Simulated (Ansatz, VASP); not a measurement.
## One calculation of BiPdC4, two programs

```xyz
6
Lattice="0.0000 3.3670 3.3670 3.3670 0.0000 3.3670 3.3670 3.3670 0.0000" Properties=species:S:1:pos:R:3 pbc="T T T"
Bi    0.0000    0.0000    0.0000
Pd    5.0505    5.0505    5.0505
C     3.9332    2.8008    3.9332
C     3.9332    3.9332    2.8008
C     2.8008    2.8008    2.8008
C     2.8008    3.9332    3.9332
```

Alike in both runs: functional PBE; k mesh 10 × 10 × 10; occupations gaussian, width 0.1 eV; no spin polarisation.

Ansatz relaxed the structure, and its values are those at the end. VASP's run is a single point on that final structure, the one shown.

|  | VASP | Ansatz |
| --- | --- | --- |
| version | VASP 6.6.1 | Ansatz 0.2.0 |
| potentials or method | VASP PAW PBE potentials, release 64 (Bi_d, Pd, C), cutoff 520 eV | scalar-relativistic, plane waves, PAW |
| valence electrons in the cell | 41 | 49 |

```csv
,VASP,Ansatz,Ansatz less VASP
gap on the k mesh at the Fermi level (eV),none,none,-
pressure (GPa),0.2,0.0,-0.23
rms of the force components (eV/Å),0.047,0.001,-0.0459
```

A gap of «none» marks a metal or a gap that the smearing closes. The functional is the same, so the differences come from potentials, cutoffs and numerics. VASP's potentials hold 41 valence electrons a cell and Ansatz's 49, so a difference there can come from the potentials and not from the codes.

Neither program's run includes spin-orbit coupling.
